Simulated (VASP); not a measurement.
A run of VASP 6.6.1 is set up as follows.

The input INCAR:

```
SYSTEM = In2SiS5
ALGO = Normal
EDIFF = 1E-7
ENCUT = 520
GGA = PE
ISIF = 2
ISMEAR = 0
LASPH = .True.
LCHARG = .True.
LELF = .True.
LREAL = .False.
LVHAR = .True.
LWAVE = .False.
NBANDS = 40
NELM = 80
PREC = Accurate
SIGMA = 0.15
```

KPOINTS

```
k-points
0
Gamma
  2 2 2
  0 0 0
```

POSCAR

```
In2SiS5
1.0
    0.0000000000      5.2380266648      5.2380266648
    5.2380266648      0.0000000000      5.2380266648
    5.2380266648      5.2380266648      0.0000000000
In Si S
2 1 5
Direct
    0.0000000000      0.0000000000      0.0000000000
    0.2500000000      0.2500000000      0.2500000000
    0.5000000000      0.5000000000      0.5000000000
    0.7500000000      0.7500000000      0.7500000000
    0.3837923714      0.3837923714      0.3837923714
    0.3837923714      0.3837923714      0.8486228859
    0.3837923714      0.8486228859      0.3837923714
    0.8486228859      0.3837923714      0.3837923714
```

Potentials or basis: VASP PAW PBE potentials, release 64 (In_d, Si, S).

Run with:

```bash
$ cat potpaw_PBE.64/In_d/POTCAR potpaw_PBE.64/Si/POTCAR potpaw_PBE.64/S/POTCAR > POTCAR
$ mpirun -np 1 vasp_std > vasp.out
```

Question: Predict the band gap on the k mesh.

Answer: Zero (band 30 reaches 0.57 eV, above the bottom of band 31 at 0.50 eV).

Question: What does it give for the largest force?

Answer: 0.137 eV/Å.

Question: What does it give for the pressure?

Answer: 0.0 GPa.

Forces on the atoms (eV/Å):
```
In   0.000  0.000  0.000
In   0.000  0.000  0.000
Si   0.000  0.000  0.000
S    0.000  0.000  0.000
S    0.079  0.079  0.079
S   -0.079 -0.079  0.079
S   -0.079  0.079 -0.079
S    0.079 -0.079 -0.079
```

Caveat: the k points lie up to 0.52 Å⁻¹ apart; spin-orbit coupling is left out, which moves the levels of the heavy elements.
